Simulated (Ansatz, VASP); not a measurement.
**One calculation of SiC, two programs**

```
CELL_PARAMETERS angstrom
3.33686 0.00000 0.00000
-1.66843 2.88981 0.00000
0.00000 0.00000 5.05368
ATOMIC_POSITIONS crystal
Si 0.33333 0.66667 0.00218
Si 0.66667 0.33333 0.50218
C 0.33333 0.66667 0.38282
C 0.66667 0.33333 0.88282
```

Alike in both runs: functional PBE; k mesh 12 × 12 × 6; occupations gaussian, width 0.05 eV; no spin polarisation.

Ansatz relaxed the structure, and its values are those at the end. VASP's run is a single point on that final structure, the one shown.

```csv
,VASP,Ansatz
version,VASP 6.6.1,Ansatz 0.2.0
potentials or method,"VASP PAW PBE potentials, release 64 (Si, C), cutoff 520 eV","scalar-relativistic, plane waves, PAW"
valence electrons in the cell,16,16
```

|  | VASP | Ansatz | Ansatz less VASP |
| --- | --- | --- | --- |
| gap on the k mesh at the Fermi level (eV) | 1.80 | 1.80 | +0.007 |
| least direct gap on the mesh (eV) | 2.20 | 2.20 | +0.002 |
| pressure (GPa) | -22.7 | -22.7 | -0.04 |
| rms of the force components (eV/Å) | 0.005 | 0.005 | -0.0005 |

Ansatz's warnings: stress scf threshold loose.
